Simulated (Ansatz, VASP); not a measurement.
## Se: VASP beside Ansatz

```xyz
3
Lattice="4.5048 0.0000 0.0000 -2.2524 3.9013 0.0000 0.0000 0.0000 4.9788" Properties=species:S:1:pos:R:3 pbc="T T T"
Se    0.9816    0.0000    1.6596
Se   -0.4908    0.8501    3.3192
Se    1.7616    3.0512    0.0000
```

Alike in both runs: task single point; functional LDA; k mesh 6 × 6 × 5; occupations fermi-dirac, width 0.01 eV; no spin polarisation.

|  | VASP | Ansatz |
| --- | --- | --- |
| version | VASP 6.6.1 | Ansatz 0.2.0 |
| potentials or method | VASP PAW LDA potentials, release 64 (Se), cutoff 520 eV | all-electron LAPW, scalar-relativistic |

Ansatz gave:

* gap on the k mesh at the Fermi level (eV): 1.36
* pressure (GPa): -2.2
* traceless stress, the component that is largest in VASP (GPa): 0.34
* rms of the force components (eV/Å): 0.040

What did VASP give for the same quantities?

gap on the k mesh at the Fermi level (eV): 1.35; pressure (GPa): -2.0; traceless stress, the component that is largest in VASP (GPa): 0.42; rms of the force components (eV/Å): 0.069.

LDA's correlation is that of Perdew and Zunger in VASP and of Perdew and Wang (1992) in Ansatz. Atom by atom the forces differ by 0.029 eV/Å (rms over components). Ansatz ran all-electron here, and VASP with PAW potentials.
